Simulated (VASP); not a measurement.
# K3Cd2Os (R-3m) in VASP: single point with PBE

Aim: the single point of K3Cd2Os with PBE.

All numbers are computed with VASP 6.6.1; they aren't measurements. Logs are shortened: lines on timing, memory, paths and dates and some standing lists are left out, and cuts for length are marked.

### Step 1. The cell of the first run

It takes space group R-3m (No. 166, trigonal). The conventional cell has a = 6.250 Å, b = 6.250 Å, c = 13.651 Å, α = 90.00°, β = 90.00°, γ = 120.00°. Within 3.8 Å of K (site symmetry 2/m) lie 2 Os at 2.90 Å and 4 K at 3.13 Å and 6 Cd at 3.36 to 3.57 Å. Within 4.4 Å of Cd (site symmetry 3m) lie 9 K at 3.36 to 3.57 Å and 4 Cd at 3.43 to 3.78 Å and 3 Os at 3.65 Å. Os (site symmetry -3m) has 6 K at 2.90 Å and 6 Cd at 3.65 Å within 3.8 Å.

### Step 2. Single point, PBE

INCAR

```
PREC = Accurate
ENCUT = 520
EDIFF = 1E-7
ISMEAR = 0
SIGMA = 0.1
LREAL = False
LASPH = True
NELM = 60
ALGO = Normal
ISIF = 2
LWAVE = False
LCHARG = True
GGA = PE
LELF = True
LVHAR = True
NBANDS = 38
```

KPOINTS

```
regular mesh
0
Gamma
  3 3 3
```

POSCAR

```
K3Cd2Os
1.0
    3.1251633200      1.8043138800      4.5502031600
   -3.1251633200      1.8043138800      4.5502031600
    0.0000000000     -3.6086277700      4.5502031600
K Cd Os
3 2 1
Direct
    0.0000000000      0.0000000000      0.5000000000
    0.0000000000      0.5000000000      0.0000000000
    0.5000000000      0.0000000000      0.0000000000
    0.3743034900      0.3743034900      0.3743034900
    0.6256965100      0.6256965100      0.6256965100
    0.0000000000      0.0000000000      0.0000000000
```

Potentials or basis: VASP PAW PBE potentials, release 64 (K_sv, Cd, Os).

Command:

```bash
$ cat potpaw_PBE.64/K_sv/POTCAR potpaw_PBE.64/Cd/POTCAR potpaw_PBE.64/Os/POTCAR > POTCAR
$ mpirun -np 1 vasp_std > vasp.out
```

OUTCAR:

```text
PREC = Accurate
   ENCUT = 520
   EDIFF = 1E-7
   ISMEAR = 0
   LREAL = False
   LASPH = True
   NELM = 60
   ISIF = 2
   GGA = PE

 ion  position               nearest neighbor table
   1  0.000  0.000  0.500-   6 2.90   6 2.90   3 3.13   2 3.13   2 3.13   3 3.13   4 3.36   5 3.36
                             5 3.57   4 3.57   5 3.57   4 3.57
   2  0.000  0.500  0.000-   6 2.90   6 2.90   1 3.13   1 3.13   3 3.13   3 3.13   4 3.36   5 3.36
                             5 3.57   4 3.57   4 3.57   5 3.57
   3  0.500  0.000  0.000-   6 2.90   6 2.90   1 3.13   1 3.13   2 3.13   2 3.13   4 3.36   5 3.36
                             4 3.57   5 3.57   4 3.57   5 3.57
   4  0.374  0.374  0.374-   1 3.36   2 3.36   3 3.36   5 3.43   2 3.57   3 3.57   1 3.57   1 3.57
                             2 3.57   3 3.57   5 3.78   5 3.78   5 3.78
   5  0.626  0.626  0.626-   1 3.36   2 3.36   3 3.36   4 3.43   3 3.57   2 3.57   1 3.57   1 3.57
                             2 3.57   3 3.57   4 3.78   4 3.78   4 3.78
   6  0.000  0.000  0.000-   2 2.90   3 2.90   2 2.90   3 2.90   1 2.90   1 2.90

  LATTYP: Found a trigonal (rhomboedric) cell.
 ALAT       =     5.8074558243
 COS(alpha) =     0.4208332747

  Lattice vectors:

 A1 = (   3.1251633200,   1.8043138800,   4.5502031600)
 A2 = (  -3.1251633200,   1.8043138800,   4.5502031600)
 A3 = (   0.0000000000,  -3.6086277700,   4.5502031600)

Analysis of symmetry for initial positions (statically):
=====================================================================
 Subroutine PRICEL returns:
 Original cell was already a primitive cell.

 Routine SETGRP: Setting up the symmetry group for a
 trigonal (rhombohedral) supercell.

 Subroutine GETGRP returns: Found 12 space group operations
 (whereof 12 operations were pure point group operations)
 out of a pool of 12 trial point group operations.

The static configuration has the point symmetry D_3d.

Analysis of symmetry for dynamics (positions and initial velocities):
=====================================================================
 Subroutine PRICEL returns:
 Original cell was already a primitive cell.

 Routine SETGRP: Setting up the symmetry group for a
 trigonal (rhombohedral) supercell.

 Subroutine GETGRP returns: Found 12 space group operations
 (whereof 12 operations were pure point group operations)
 out of a pool of 12 trial point group operations.

The dynamic configuration has the point symmetry D_3d.

 Subroutine INISYM returns: Found 12 space group operations
 (whereof 12 operations are pure point group operations),
 and found     1 'primitive' translations

----------------------------------------------------------------------------------------

                                     Primitive cell

  volume of cell :     153.9454

  direct lattice vectors                    reciprocal lattice vectors
     3.125163320  1.804313880  4.550203160     0.159991638  0.092371216  0.073256802
    -3.125163320  1.804313880  4.550203160    -0.159991638  0.092371216  0.073256802
     0.000000000 -3.608627770  4.550203160     0.000000000 -0.184742431  0.073256802

  length of vectors
     5.807455824  5.807455824  5.807455827     0.198736823  0.198736823  0.198736823

  position of ions in fractional coordinates (direct lattice)
     0.000000000  0.000000000  0.500000000
     1.000000000  0.500000000  0.000000000
     0.500000000  1.000000000  0.000000000
     0.374303490  0.374303490  0.374303490
     0.625696510  0.625696510  0.625696510
     0.000000000  0.000000000  0.000000000

  ion indices of the primitive-cell ions
   primitive index   ion index
                 1           1
                 2           2
                 3           3
                 4           4
                 5           5
                 6           6

----------------------------------------------------------------------------------------

 KPOINTS: regular mesh

Automatic generation of k-mesh.
 Grid dimensions read from file:
 generate k-points for:    3    3    3

 Generating k-lattice:

  Cartesian coordinates                     Fractional coordinates (reciprocal lattice)
     0.053330546  0.030790405  0.024418934     0.333333333  0.000000000  0.000000000
    -0.053330546  0.030790405  0.024418934     0.000000000  0.333333333  0.000000000
     0.000000000 -0.061580810  0.024418934    -0.000000000 -0.000000000  0.333333333

  Length of vectors
     0.066245608  0.066245608  0.066245608

  Shift w.r.t. Gamma in fractional coordinates (k-lattice)
     0.000000000  0.000000000  0.000000000

 Subroutine IBZKPT returns following result:
 ===========================================

 Found      6 irreducible k-points:

 Following reciprocal coordinates:
            Coordinates               Weight
  0.000000  0.000000  0.000000      1.000000
  0.333333  0.000000 -0.000000      6.000000
  0.333333  0.333333 -0.000000      6.000000
 -0.333333  0.333333  0.000000      6.000000
  0.333333  0.333333  0.333333      2.000000
 -0.333333  0.333333  0.333333      6.000000
   k-points           NKPTS =      6   k-points in BZ     NKDIM =      6   number of bands    NBANDS=     38
   number of dos      NEDOS =    301   number of ions     NIONS =      6
   total plane-waves  NPLWV = 110592
   dimension x,y,z NGX =    48 NGY =   48 NGZ =   48
   dimension x,y,z NGXF=    96 NGYF=   96 NGZF=   96
   ions per type =               3   2   1
   NGX,Y,Z   is equivalent  to a cutoff of  13.74, 13.74, 13.74 a.u.
   NGXF,Y,Z  is equivalent  to a cutoff of  27.48, 27.48, 27.48 a.u.
 SYSTEM =  unknown system
   PREC   = accura    normal or accurate (medium, high low for compatibility)
   ISTART =      0    job   : 0-new  1-cont  2-samecut
   ICHARG =      2    charge: 1-file 2-atom 10-const
   ISPIN  =      1    spin polarized calculation?
   LNONCOLLINEAR =      F non collinear calculations
   LSORBIT =      F    spin-orbit coupling
   LASPH  =      T    aspherical Exc in radial PAW
   ENCUT  =  520.0 eV  38.22 Ry    6.18 a.u.  10.80 10.80 10.80*2*pi/ulx,y,z
   NELM   =     60;   NELMIN=  2; NELMDL= -5     # of ELM steps
   EDIFF  = 0.1E-06   stopping-criterion for ELM
   LREAL  =      F    real-space projection
   EDIFFG = 0.1E-05   stopping-criterion for IOM
   NSW    =      0    number of steps for IOM
   IBRION =     -1    ionic relax: 0-MD 1-quasi-New 2-CG
   NFREE  =      0    steps in history (QN), initial steepest desc. (CG)
   ISIF   =      2    stress and relaxation
   ISYM   =      2    0-nonsym 1-usesym 2-fastsym
   POTIM  = 0.5000    time-step for ionic-motion
   TEBEG  =    0.0;   TEEND  =   0.0 temperature during run
   PSTRESS=    0.0 pullay stress
   NELECT =      59.0000    total number of electrons
   NUPDOWN=      -1.0000    fix difference up-down
   EMIN   =  10.00;   EMAX   =-10.00  energy-range for DOS
   EFERMI =   0.00;   METHOD = LEGACY
   ISMEAR =     0;   SIGMA  =   0.10  broadening in eV -4-tet -1-fermi 0-gaus
   EFERMI_NEDOS =   21; number of points for ismear=-14 and -15
   IALGO  =     38    algorithm
   IMIX   =      4    mixing-type and parameters
     AMIX     =   0.40;   BMIX     =  1.00
     AMIX_MAG =   1.60;   BMIX_MAG =  1.00
  volume/ion in A,a.u.               =      25.66       173.15
  Fermi-wavevector in a.u.,A,eV,Ry     =   1.189150  2.247167 19.239688  1.414077
  Thomas-Fermi vector in A             =   2.325263
   LORBIT       =      0    0 simple, 1 ext, 2 COOP (PROOUT), +10 PAW based schemes
   GGA     = PE    functional components
   LHFCALC =     F    Hartree Fock is set to
   AEXX    =    0.0000 exact exchange contribution
   IVDW    =     0    specifies the selected vdW correction
   LEPSILON=     F    determine dielectric tensor
   LRPA    =     F    only Hartree local field effects (RPA)
 non-spin polarized calculation
 Gauss-broadening in eV      SIGMA  =   0.10
  energy-cutoff  :      520.00
  volume of cell :      153.95
 maximum number of plane-waves:      4181
 NGX is ok and might be reduce to    48
   NGX = 21   NGY = 21   NGZ = 21

 number of electron      59.0000006 magnetization

 Free energy of the ion-electron system (eV)
  ---------------------------------------------------
  ext. energy  EPLUGINS =         0.00000000
  ---------------------------------------------------
  free energy    TOTEN  =        -8.95184530 eV

  energy without entropy =       -8.91464043  energy(sigma->0) =       -8.93324286

 E-fermi :   2.2410     XC(G=0):  -9.5343

 val. band max:        2.2126401690   @ k =  -0.3333   0.3333   0.0000
 cond. band min:       2.4649598528   @ k =   0.3333   0.3333   0.3333
 fundamental gap:      0.2523196838
 Fermi energy:         2.2409542129

 k-point     1 :       0.0000    0.0000    0.0000
  band No.  band energies     occupation
      1     -28.7051      2.00000
      2     -28.4504      2.00000
      3     -28.4504      2.00000
      4     -13.2330      2.00000
      5     -12.5568      2.00000
      6     -12.5568      2.00000
[... 30 lines left out ...]
     37       6.2297      0.00000
     38       6.9608      0.00000

 k-point     2 :       0.3333    0.0000   -0.0000
  band No.  band energies     occupation
      1     -28.6522      2.00000
      2     -28.5042      2.00000
      3     -28.4507      2.00000
      4     -12.9860      2.00000
      5     -12.5049      2.00000
      6     -12.3492      2.00000
[... 30 lines left out ...]
     37       6.5712      0.00000
     38       6.7349      0.00000

 k-point     3 :       0.3333    0.3333   -0.0000
  band No.  band energies     occupation
      1     -28.6498      2.00000
      2     -28.5051      2.00000
      3     -28.4498      2.00000
      4     -13.0082      2.00000
      5     -12.5009      2.00000
      6     -12.3500      2.00000
[... 30 lines left out ...]
     37       6.4009      0.00000
     38       6.8357      0.00000

 k-point     4 :      -0.3333    0.3333    0.0000
  band No.  band energies     occupation
      1     -28.5797      2.00000
      2     -28.5763      2.00000
      3     -28.4505      2.00000
      4     -12.6560      2.00000
      5     -12.6336      2.00000
      6     -12.3757      2.00000
[... 30 lines left out ...]
     37       6.4812      0.00000
     38       7.0715      0.00000

 k-point     5 :       0.3333    0.3333    0.3333
  band No.  band energies     occupation
      1     -28.6999      2.00000
      2     -28.4494      2.00000
      3     -28.4494      2.00000
      4     -13.2691      2.00000
      5     -12.5639      2.00000
      6     -12.5639      2.00000
[... 30 lines left out ...]
     37       6.3138      0.00000
     38       6.3138      0.00000

 k-point     6 :      -0.3333    0.3333    0.3333
  band No.  band energies     occupation
      1     -28.6476      2.00000
      2     -28.5050      2.00000
      3     -28.4498      2.00000
      4     -13.0189      2.00000
      5     -12.5124      2.00000
      6     -12.3558      2.00000
[... 30 lines left out ...]
     37       6.6011      0.00000
     38       6.7271      0.00000

------------------------ aborting loop because EDIFF is reached ----------------------------------------

  FORCE on cell =-STRESS in cart. coord.  units (eV):
  Direction    XX          YY          ZZ          XY          YZ          ZX
  --------------------------------------------------------------------------------------
  -------------------------------------------------------------------------------------
  Total        3.5085973      3.5085973     11.2043410      0.0000000     -0.0000000      0.0000000
  in kB       36.5155003     36.5155003    116.6084579      0.0000000     -0.0000001      0.0000000
  external PRESSURE =      63.2131528 kB  Pullay stress =       0.0000000 kB

 VOLUME and BASIS-vectors are now :
 -----------------------------------------------------------------------------
  energy-cutoff  :      520.00
  volume of cell :      153.95
      direct lattice vectors                 reciprocal lattice vectors
     3.125163320  1.804313880  4.550203160     0.159991638  0.092371216  0.073256802
    -3.125163320  1.804313880  4.550203160    -0.159991638  0.092371216  0.073256802
     0.000000000 -3.608627770  4.550203160     0.000000000 -0.184742431  0.073256802

 POSITION                                       TOTAL-FORCE (eV/Angst)
 -----------------------------------------------------------------------------------
      0.00000     -1.80431      2.27510         0.000000     -0.000000      0.000000
     -1.56258      0.90216      2.27510         0.000000      0.000000     -0.000000
      1.56258      0.90216      2.27510        -0.000000      0.000000      0.000000
      0.00000     -0.00000      5.10947        -0.000000     -0.000000      0.460675
      0.00000     -0.00000      8.54114        -0.000000      0.000000     -0.460675
      0.00000      0.00000      0.00000        -0.000000     -0.000000     -0.000000
 -----------------------------------------------------------------------------------
    total drift:                                0.000000     -0.000000      0.000000

  FREE ENERGIE OF THE ION-ELECTRON SYSTEM (eV)
  ---------------------------------------------------
  free  energy   TOTEN  =        -8.9518452954 eV

  energy  without entropy=       -8.9146404294  energy(sigma->0) =       -8.93324286
```

Wall time 54 s (1 thread of Intel Xeon Platinum 8375C at 2.90GHz (Ice Lake), shared host); peak memory 0.33 GiB.

Results:

- Free energy: -8.9518 eV
- Pressure: 6.3 GPa
- Largest force: 0.461 eV/Å

Forces on the atoms (eV/Å):
```
K    0.000  0.000  0.000
K    0.000  0.000  0.000
K    0.000  0.000  0.000
Cd   0.000  0.000  0.461
Cd   0.000  0.000 -0.461
Os   0.000  0.000  0.000
```

Levels at points of the mesh, in eV from the Fermi level:
```
           k point  band 28  band 29  band 30  band 31  band 32  band 33
(0.00, 0.00, 0.00)    -0.66    -0.45    -0.38     0.61     1.98     1.98
```

Caveat: the k points lie up to 0.42 Å⁻¹ apart; spin-orbit coupling is left out, which moves the levels of the heavy elements.
